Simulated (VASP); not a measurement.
Ta:

```
CELL_PARAMETERS angstrom
-1.65128 1.65128 1.65128
1.65128 -1.65128 1.65128
1.65128 1.65128 -1.65128
ATOMIC_POSITIONS crystal
Ta 0.00000 0.00000 0.00000
```

- Program: VASP 6.6.1
- Task: relaxation of cell and atoms
- Functional: PBE
- Potentials or basis: VASP PAW PBE potentials, release 64 (Ta_pv)
- Cutoff: 600 eV
- k mesh: 11 × 11 × 11
- Occupations: fermi-dirac, width 0.05 eV
- Spin: no spin polarisation

At the start: pressure 2.7 GPa; volume 18.01 Å³/atom.

Problem. How do energy, volume and symmetry change on relaxing?

Solution. Over 3 steps the energy falls by 2.1 meV/atom and the volume is 18.26 Å³/atom (+1.4 %); space group Im-3m (No. 229, to 0.05 Å).

Step by step:
```csv
step,energy change (eV),largest force (eV/Å),pressure (GPa),volume (Å³)
1,0.0000,0.0000,2.72,18.01
2,0.0080,0.0000,-5.59,18.82
3,-0.0021,0.0000,0.00,18.26
```

Final structure:
```
Ta
1.0
    -1.65885    1.65885    1.65885
     1.65885   -1.65885    1.65885
     1.65885    1.65885   -1.65885
Ta
1
Direct
  0.00000 0.00000 0.00000
```
